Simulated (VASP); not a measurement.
# SiO2 (Fmmm) in VASP: a series of runs

The runs below take SiO2 through single point, with LDA.

Everything below comes from runs of VASP 6.6.1. Logs are shortened: lines on timing, memory, paths and dates and some standing lists are left out, and cuts for length are marked.

### 1 The cell of the first run

The structure is orthorhombic, space group Fmmm (No. 69). The conventional cell has a = 5.319 Å, b = 12.293 Å, c = 12.854 Å, α = 90.00°, β = 90.00°, γ = 90.00°. Within 2.1 Å of Si (site symmetry m2m) lie 4 O at 1.60 to 1.61 Å. Si (site symmetry mm2) has 4 O at 1.61 Å within 2.1 Å. Within 2.1 Å of O (site symmetry 2/m) lie 2 Si at 1.60 Å. Within 2.1 Å of O (site symmetry 2/m) lie 2 Si at 1.61 Å. Within 2.1 Å of O (site symmetry m) lie 2 Si at 1.61 Å.

### 2 Single point, LDA (biaxial strain in the a-b plane: +2.0 %, then relaxed in part)

INCAR

```
ALGO     = Normal         # electronic algorithm
EDIFF    = 1E-6           # SCF threshold, eV
ENCUT    = 520            # plane-wave cutoff, eV
ISIF     = 2              # what is computed and relaxed
ISMEAR   = 0              # smearing method
LASPH    = T              # aspherical terms in the spheres
LCHARG   = F              # write CHGCAR
LREAL    = F              # projectors in reciprocal space
LWAVE    = F              # write WAVECAR
NBANDS   = 44             # bands
NELM     = 100            # most SCF steps
PREC     = Accurate       # precision mode
SIGMA    = 0.02           # smearing width, eV
```

KPOINTS

```
k-points
0
Gamma
  6 6 6
```

POSCAR

```
SiO2
1.0
   -4.5444362835      4.5444362835      2.6595094650
    4.5444362835     -4.5444362835      2.6595094650
    4.3461376008      4.3461376008     -2.6595094650
Si O
4 8
Direct
    0.1772359037      0.1772359037      0.3544718075
    0.8212642412      0.1787357588      0.0000000000
    0.1787357588      0.8212642412      0.0000000000
    0.8227640963      0.8227640963      0.6455281925
    0.5000000000      0.5000000000      0.5000000000
    0.0000000000      0.5000000000      0.0000000000
    0.5000000000      0.0000000000      0.0000000000
    0.0000000000      0.0000000000      0.5000000000
    0.0007590171      0.2099090195      0.2106680366
    0.7900909805     -0.0007590171      0.7893319634
    0.2099090195      0.0007590171      0.2106680366
   -0.0007590171      0.7900909805      0.7893319634
```

Potentials or basis: VASP PAW LDA potentials, release 64 (Si, O).

Started as:

```
cat potpaw_LDA.64/Si/POTCAR potpaw_LDA.64/O/POTCAR > POTCAR
mpirun -np 1 vasp_std > vasp.out
```

OUTCAR:

```text
EDIFF = 1E-6
   ENCUT = 520
   ISIF = 2
   ISMEAR = 0
   LASPH = T
   LREAL = F
   NELM = 100
   PREC = Accurate

 ion  position               nearest neighbor table
   1  0.177  0.177  0.354-   8 1.60   5 1.60   9 1.61  11 1.61
   2  0.821  0.179  0.000-   9 1.61  10 1.61   6 1.61   7 1.61
   3  0.179  0.821  0.000-  11 1.61  12 1.61   6 1.61   7 1.61
   4  0.823  0.823  0.646-   8 1.60   5 1.60  10 1.61  12 1.61
   5  0.500  0.500  0.500-   1 1.60   4 1.60
   6  0.000  0.500  0.000-   2 1.61   3 1.61
   7  0.500  0.000  0.000-   2 1.61   3 1.61
   8  0.000  0.000  0.500-   1 1.60   4 1.60
   9  0.001  0.210  0.211-   2 1.61   1 1.61
  10  0.790  0.999  0.789-   2 1.61   4 1.61
  11  0.210  0.001  0.211-   3 1.61   1 1.61
  12  0.999  0.790  0.789-   3 1.61   4 1.61

  LATTYP: Found a face centered orthorhombic cell.
 ALAT       =     5.3190189300
 B/A-ratio  =     2.3110903796
 C/A-ratio  =     2.4165371509

  Lattice vectors:

 A1 = (  -0.1982986827,   8.8905738843,   0.0000000000)
 A2 = (  -4.5444362835,   4.5444362835,   2.6595094650)
 A3 = (   4.3461376008,   4.3461376008,   2.6595094650)

Analysis of symmetry for initial positions (statically):
=====================================================================
 Subroutine PRICEL returns:
 Original cell was already a primitive cell.

 Routine SETGRP: Setting up the symmetry group for a
 face centered orthorhombic supercell.

 Subroutine GETGRP returns: Found  8 space group operations
 (whereof  8 operations were pure point group operations)
 out of a pool of  8 trial point group operations.

The static configuration has the point symmetry D_2h.

Analysis of symmetry for dynamics (positions and initial velocities):
=====================================================================
 Subroutine PRICEL returns:
 Original cell was already a primitive cell.

 Routine SETGRP: Setting up the symmetry group for a
 face centered orthorhombic supercell.

 Subroutine GETGRP returns: Found  8 space group operations
 (whereof  8 operations were pure point group operations)
 out of a pool of  8 trial point group operations.

The dynamic configuration has the point symmetry D_2h.

 Subroutine INISYM returns: Found  8 space group operations
 (whereof  8 operations are pure point group operations),
 and found     1 'primitive' translations

----------------------------------------------------------------------------------------

                                     Primitive cell

  volume of cell :     210.1092

  direct lattice vectors                    reciprocal lattice vectors
    -4.544436283  4.544436283  2.659509465     0.002510015  0.112534663  0.188004595
     4.544436283 -4.544436283  2.659509465     0.112534663  0.002510015  0.188004595
     4.346137601  4.346137601 -2.659509465     0.115044678  0.115044678  0.000000000

  length of vectors
     6.955342757  6.955342757  6.697075084     0.219125713  0.219125713  0.162697744

  position of ions in fractional coordinates (direct lattice)
     0.177235904  0.177235904  0.354471807
     0.821264241  0.178735759  0.000000000
     0.178735759  0.821264241  0.000000000
     0.822764096  0.822764096  0.645528193
     0.500000000  0.500000000  0.500000000
     1.000000000  0.500000000  0.000000000
     0.500000000  1.000000000  0.000000000
     0.000000000  0.000000000  0.500000000
     0.000759017  0.209909020  0.210668037
     0.790090980  0.999240983  0.789331963
     0.209909020  0.000759017  0.210668037
     0.999240983  0.790090980  0.789331963

  ion indices of the primitive-cell ions
   primitive index   ion index
                 1           1
                 2           2
                 3           3
                 4           4
                 5           5
                 6           6
                 7           7
                 8           8
                 9           9
                10          10
                11          11
                12          12

----------------------------------------------------------------------------------------

 KPOINTS: k-points

Automatic generation of k-mesh.
 Grid dimensions read from file:
 generate k-points for:    6    6    6

 Generating k-lattice:

  Cartesian coordinates                     Fractional coordinates (reciprocal lattice)
     0.000418336  0.018755777  0.031334099     0.166666667 -0.000000000  0.000000000
     0.018755777  0.000418336  0.031334099    -0.000000000  0.166666667  0.000000000
     0.019174113  0.019174113  0.000000000     0.000000000  0.000000000  0.166666667

  Length of vectors
     0.036520952  0.036520952  0.027116291

  Shift w.r.t. Gamma in fractional coordinates (k-lattice)
     0.000000000  0.000000000  0.000000000

 Subroutine IBZKPT returns following result:
 ===========================================

 Found     46 irreducible k-points:

 Following reciprocal coordinates:
            Coordinates               Weight
  0.000000  0.000000  0.000000      1.000000
  0.166667  0.000000 -0.000000      8.000000
  0.333333  0.000000  0.000000      8.000000
  0.500000  0.000000  0.000000      4.000000
  0.166667  0.166667  0.000000      4.000000
  0.333333  0.166667  0.000000      8.000000
[... 16 lines left out ...]
  0.333333  0.333333  0.166667      2.000000
 -0.333333  0.333333  0.166667      4.000000
 [... further k-points ...]
   k-points           NKPTS =     46   k-points in BZ     NKDIM =     46   number of bands    NBANDS=     44
   number of dos      NEDOS =    301   number of ions     NIONS =     12
   total plane-waves  NPLWV = 145800
   dimension x,y,z NGX =    54 NGY =   54 NGZ =   50
   dimension x,y,z NGXF=   108 NGYF=  108 NGZF=  100
   ions per type =               4   8
   NGX,Y,Z   is equivalent  to a cutoff of  12.91, 12.91, 12.41 a.u.
   NGXF,Y,Z  is equivalent  to a cutoff of  25.81, 25.81, 24.82 a.u.
 SYSTEM =  unknown system
   PREC   = accura    normal or accurate (medium, high low for compatibility)
   ISTART =      0    job   : 0-new  1-cont  2-samecut
   ICHARG =      2    charge: 1-file 2-atom 10-const
   ISPIN  =      1    spin polarized calculation?
   LNONCOLLINEAR =      F non collinear calculations
   LSORBIT =      F    spin-orbit coupling
   LASPH  =      T    aspherical Exc in radial PAW
   ENCUT  =  520.0 eV  38.22 Ry    6.18 a.u.  12.93 12.93 12.45*2*pi/ulx,y,z
   NELM   =    100;   NELMIN=  2; NELMDL= -5     # of ELM steps
   EDIFF  = 0.1E-05   stopping-criterion for ELM
   LREAL  =      F    real-space projection
   EDIFFG = 0.1E-04   stopping-criterion for IOM
   NSW    =      0    number of steps for IOM
   IBRION =     -1    ionic relax: 0-MD 1-quasi-New 2-CG
   NFREE  =      0    steps in history (QN), initial steepest desc. (CG)
   ISIF   =      2    stress and relaxation
   ISYM   =      2    0-nonsym 1-usesym 2-fastsym
   POTIM  = 0.5000    time-step for ionic-motion
   TEBEG  =    0.0;   TEEND  =   0.0 temperature during run
   PSTRESS=    0.0 pullay stress
   NELECT =      64.0000    total number of electrons
   NUPDOWN=      -1.0000    fix difference up-down
   EMIN   =  10.00;   EMAX   =-10.00  energy-range for DOS
   EFERMI =   0.00;   METHOD = LEGACY
   ISMEAR =     0;   SIGMA  =   0.02  broadening in eV -4-tet -1-fermi 0-gaus
   EFERMI_NEDOS =   21; number of points for ismear=-14 and -15
   IALGO  =     38    algorithm
   IMIX   =      4    mixing-type and parameters
     AMIX     =   0.40;   BMIX     =  1.00
     AMIX_MAG =   1.60;   BMIX_MAG =  1.00
  volume/ion in A,a.u.               =      17.51       118.16
  Fermi-wavevector in a.u.,A,eV,Ry     =   1.101505  2.081543 16.508130  1.213313
  Thomas-Fermi vector in A             =   2.237933
   LORBIT       =      0    0 simple, 1 ext, 2 COOP (PROOUT), +10 PAW based schemes
   GGA     = CA    functional components
   LHFCALC =     F    Hartree Fock is set to
   AEXX    =    0.0000 exact exchange contribution
   IVDW    =     0    specifies the selected vdW correction
   LEPSILON=     F    determine dielectric tensor
   LRPA    =     F    only Hartree local field effects (RPA)
 non-spin polarized calculation
 Gauss-broadening in eV      SIGMA  =   0.02
  energy-cutoff  :      520.00
  volume of cell :      210.11
 maximum number of plane-waves:      5680
 NGX is ok and might be reduce to    54
   NGX = 25   NGY = 25   NGZ = 25

 number of electron      63.9999981 magnetization

 Free energy of the ion-electron system (eV)
  ---------------------------------------------------
  ext. energy  EPLUGINS =         0.00000000
  ---------------------------------------------------
  free energy    TOTEN  =      -103.53741610 eV

  energy without entropy =     -103.53741610  energy(sigma->0) =     -103.53741610

 E-fermi :  -1.1733     XC(G=0):  -7.7891

 val. band max:       -1.3142692666   @ k =   0.0000   0.0000   0.0000
 cond. band min:       3.9367485820   @ k =   0.0000   0.0000   0.0000
 fundamental gap:      5.2510178487
 Fermi energy:        -1.1732500379

 k-point     1 :       0.0000    0.0000    0.0000
  band No.  band energies     occupation
      1     -20.5378      2.00000
      2     -19.6185      2.00000
      3     -19.1569      2.00000
      4     -19.0512      2.00000
      5     -18.4851      2.00000
      6     -18.4785      2.00000
[... 36 lines left out ...]
     43       9.4135      0.00000
     44       9.5591      0.00000

 k-point     2 :       0.1667    0.0000   -0.0000
  band No.  band energies     occupation
      1     -20.4706      2.00000
      2     -19.6266      2.00000
      3     -19.2223      2.00000
      4     -19.0937      2.00000
      5     -18.4891      2.00000
      6     -18.4641      2.00000
[... 1026 lines left out ...]
 k-point    24 :      -0.3333    0.3333    0.1667
  band No.  band energies     occupation
      1     -20.3718      2.00000
      2     -19.9699      2.00000
      3     -19.2664      2.00000
      4     -18.7063      2.00000
      5     -18.4885      2.00000
      6     -18.4753      2.00000
[... 36 lines left out ...]
     43       8.8697      0.00000
     44       9.7288      0.00000

 [... further k-points ...]

------------------------ aborting loop because EDIFF is reached ----------------------------------------

  FORCE on cell =-STRESS in cart. coord.  units (eV):
  Direction    XX          YY          ZZ          XY          YZ          ZX
  --------------------------------------------------------------------------------------
  -------------------------------------------------------------------------------------
  Total       -1.6173231     -1.6173231     -5.0308250      2.1484500      0.0000000      0.0000000
  in kB      -12.3328191    -12.3328191    -38.3623119     16.3829008      0.0000000      0.0000000
  external PRESSURE =     -21.0093167 kB  Pullay stress =       0.0000000 kB

 VOLUME and BASIS-vectors are now :
 -----------------------------------------------------------------------------
  energy-cutoff  :      520.00
  volume of cell :      210.11
      direct lattice vectors                 reciprocal lattice vectors
    -4.544436283  4.544436283  2.659509465     0.002510015  0.112534663  0.188004595
     4.544436283 -4.544436283  2.659509465     0.112534663  0.002510015  0.188004595
     4.346137601  4.346137601 -2.659509465     0.115044678  0.115044678  0.000000000

 POSITION                                       TOTAL-FORCE (eV/Angst)
 -----------------------------------------------------------------------------------
      1.54058      1.54058     -0.00000         0.020597      0.020597      0.000000
     -2.91993      2.91993      2.65951         0.026194     -0.026194     -0.000000
      2.91993     -2.91993      2.65951        -0.026194      0.026194      0.000000
      2.80555      2.80555      2.65951        -0.020597     -0.020597     -0.000000
      2.17307      2.17307      1.32975         0.000000     -0.000000     -0.000000
      2.27222     -2.27222      1.32975         0.000000     -0.000000     -0.000000
     -2.27222      2.27222      1.32975         0.000000     -0.000000     -0.000000
      2.17307      2.17307     -1.32975         0.000000     -0.000000     -0.000000
      1.86606     -0.03488      0.00000         0.004812      0.001534     -0.000000
      4.38101      2.48008      2.65951        -0.001534     -0.004812      0.000000
     -0.03488      1.86606      0.00000         0.001534      0.004812      0.000000
      2.48008      4.38101      2.65951        -0.004812     -0.001534     -0.000000
 -----------------------------------------------------------------------------------
    total drift:                               -0.000000      0.000000     -0.000000

  FREE ENERGIE OF THE ION-ELECTRON SYSTEM (eV)
  ---------------------------------------------------
  free  energy   TOTEN  =      -103.5374161016 eV

  energy  without entropy=     -103.5374161016  energy(sigma->0) =     -103.53741610
```

Run time: 11 min. Hardware: 1 thread of Oxide Virtual Turin-like, shared host; peak memory 0.44 GiB.

Results:

* Free energy: -103.5374 eV
* Pressure: -2.1 GPa
* Largest force: 0.037 eV/Å
* Band gap on the k mesh: 5.25 eV

Forces on the atoms (eV/Å):
```
Si   0.021  0.021  0.000
Si   0.026 -0.026  0.000
Si  -0.026  0.026  0.000
Si  -0.021 -0.021  0.000
O    0.000  0.000  0.000
O    0.000  0.000  0.000
O    0.000  0.000  0.000
O    0.000  0.000  0.000
O    0.005  0.002  0.000
O   -0.002 -0.005  0.000
O    0.002  0.005  0.000
O   -0.005 -0.002  0.000
```

Caveat: the cell differs from its parent crystal (biaxial strain in the a-b plane: +2.0 %, then relaxed in part).

### 3 Single point, LDA (biaxial strain in the a-b plane: -2.0 %, then relaxed in part)

INCAR

```
  PREC = Accurate
  ENCUT = 520
  EDIFF = 1E-6
  ISMEAR = 0
  SIGMA = 0.02
  LREAL = F
  LASPH = T
  NELM = 60
  ALGO = Normal
  ISIF = 2
  LWAVE = F
  LCHARG = T
  GGA = CA
  LELF = T
  LVHAR = T
  NBANDS = 44
```

KPOINTS

```
regular mesh
0
Gamma
  6 6 6
```

POSCAR

```
SiO2
1.0
   -4.3662230959      4.3662230959      2.5552149762
    4.3662230959     -4.3662230959      2.5552149762
    4.5634414914      4.5634414914     -2.5552149762
Si O
4 8
Direct
    0.1767080464      0.1767080464      0.3534160927
    0.8251357728      0.1748642272      0.0000000000
    0.1748642272      0.8251357728      0.0000000000
    0.8232919536      0.8232919536      0.6465839073
    0.5000000000      0.5000000000      0.5000000000
    0.0000000000      0.5000000000      0.0000000000
    0.5000000000      0.0000000000      0.0000000000
    0.0000000000      0.0000000000      0.5000000000
   -0.0006387198      0.2083619505      0.2077232307
    0.7916380495      0.0006387198      0.7922767693
    0.2083619505     -0.0006387198      0.2077232307
    0.0006387198      0.7916380495      0.7922767693
```

Potentials or basis: VASP PAW LDA potentials, release 64 (Si, O).

Started as:

```
cat potpaw_LDA.64/Si/POTCAR potpaw_LDA.64/O/POTCAR > POTCAR
mpirun -np 1 vasp_std > vasp.out
```

OUTCAR:

```text
PREC = Accurate
   ENCUT = 520
   EDIFF = 1E-6
   ISMEAR = 0
   LREAL = F
   LASPH = T
   NELM = 60
   ISIF = 2
   GGA = CA

 ion  position               nearest neighbor table
   1  0.177  0.177  0.353-   5 1.59   8 1.59   9 1.60  11 1.60   2 3.14   3 3.14
   2  0.825  0.175  0.000-   6 1.58   7 1.58   9 1.60  10 1.60   1 3.14   4 3.14
   3  0.175  0.825  0.000-   6 1.58   7 1.58  11 1.60  12 1.60   1 3.14   4 3.14
   4  0.823  0.823  0.647-   5 1.59   8 1.59  10 1.60  12 1.60   2 3.14   3 3.14
   5  0.500  0.500  0.500-   1 1.59   4 1.59
   6  0.000  0.500  0.000-   2 1.58   3 1.58
   7  0.500  0.000  0.000-   2 1.58   3 1.58
   8  0.000  0.000  0.500-   1 1.59   4 1.59
   9  0.999  0.208  0.208-   1 1.60   2 1.60
  10  0.792  0.001  0.792-   4 1.60   2 1.60
  11  0.208  0.999  0.208-   1 1.60   3 1.60
  12  0.001  0.792  0.792-   4 1.60   3 1.60

  LATTYP: Found a face centered orthorhombic cell.
 ALAT       =     5.1104299524
 B/A-ratio  =     2.4165371509
 C/A-ratio  =     2.5256899746

  Lattice vectors:

[... 213 lines left out ...]
      6     -18.3592      2.00000
[... 1117 lines left out ...]
     43       9.4568      0.00000
     44       9.9964      0.00000

 [... further k-points ...]

------------------------ aborting loop because EDIFF is reached ----------------------------------------

  FORCE on cell =-STRESS in cart. coord.  units (eV):
  Direction    XX          YY          ZZ          XY          YZ          ZX
  --------------------------------------------------------------------------------------
  -------------------------------------------------------------------------------------
  Total        2.6978122      2.6978122      6.1884694     -2.0793284      0.0000000      0.0000000
  in kB       21.2244504     21.2244504     48.6864360    -16.3586635      0.0000000      0.0000000
  external PRESSURE =      30.3784456 kB  Pullay stress =       0.0000000 kB

 VOLUME and BASIS-vectors are now :
 -----------------------------------------------------------------------------
  energy-cutoff  :      520.00
  volume of cell :      203.65
      direct lattice vectors                 reciprocal lattice vectors
    -4.366223096  4.366223096  2.555214976    -0.002474509  0.112040940  0.195678252
     4.366223096 -4.366223096  2.555214976     0.112040940 -0.002474509  0.195678252
     4.563441491  4.563441491 -2.555214976     0.109566432  0.109566432  0.000000000

 POSITION                                       TOTAL-FORCE (eV/Angst)
 -----------------------------------------------------------------------------------
      1.61279      1.61279      0.00000         0.023518      0.023518     -0.000000
     -2.83923      2.83923      2.55521         0.019199     -0.019199     -0.000000
      2.83923     -2.83923      2.55521        -0.019199      0.019199     -0.000000
      2.95065      2.95065      2.55521        -0.023518     -0.023518      0.000000
      2.28172      2.28172      1.27761        -0.000000     -0.000000      0.000000
      2.18311     -2.18311      1.27761         0.000000     -0.000000      0.000000
     -2.18311      2.18311      1.27761        -0.000000     -0.000000      0.000000
      2.28172      2.28172     -1.27761         0.000000     -0.000000      0.000000
     -2.50575      4.40161      2.55521         0.001234     -0.001249     -0.000000
      0.16183      7.06919      0.00000         0.001249     -0.001234      0.000000
      4.40161     -2.50575      2.55521        -0.001249      0.001234     -0.000000
      7.06919      0.16183      0.00000        -0.001234      0.001249      0.000000
 -----------------------------------------------------------------------------------
    total drift:                                0.000000     -0.000000      0.000000

  FREE ENERGIE OF THE ION-ELECTRON SYSTEM (eV)
  ---------------------------------------------------
  free  energy   TOTEN  =      -103.5076257592 eV

  energy  without entropy=     -103.5076257592  energy(sigma->0) =     -103.50762576
```

Run time: 9.5 min. Hardware: 1 thread of Oxide Virtual Turin-like, shared host; peak memory 0.42 GiB.

What came out:

| Quantity | Value |
| --- | --- |
| Free energy | -103.5076 eV |
| Pressure | 3.0 GPa |
| Largest force | 0.033 eV/Å |
| Band gap on the k mesh | 5.29 eV |

Forces on the atoms (eV/Å):
```
Si   0.024  0.024  0.000
Si   0.019 -0.019  0.000
Si  -0.019  0.019  0.000
Si  -0.024 -0.024  0.000
O    0.000  0.000  0.000
O    0.000  0.000  0.000
O    0.000  0.000  0.000
O    0.000  0.000  0.000
O    0.001 -0.001  0.000
O    0.001 -0.001  0.000
O   -0.001  0.001  0.000
O   -0.001  0.001  0.000
```

Stress tensor (GPa, compression positive):
```
 2.12 -1.64  0.00
-1.64  2.12  0.00
 0.00  0.00  4.87
```

Caveat: the cell differs from its parent crystal (biaxial strain in the a-b plane: -2.0 %, then relaxed in part); the cell stands under pressure.
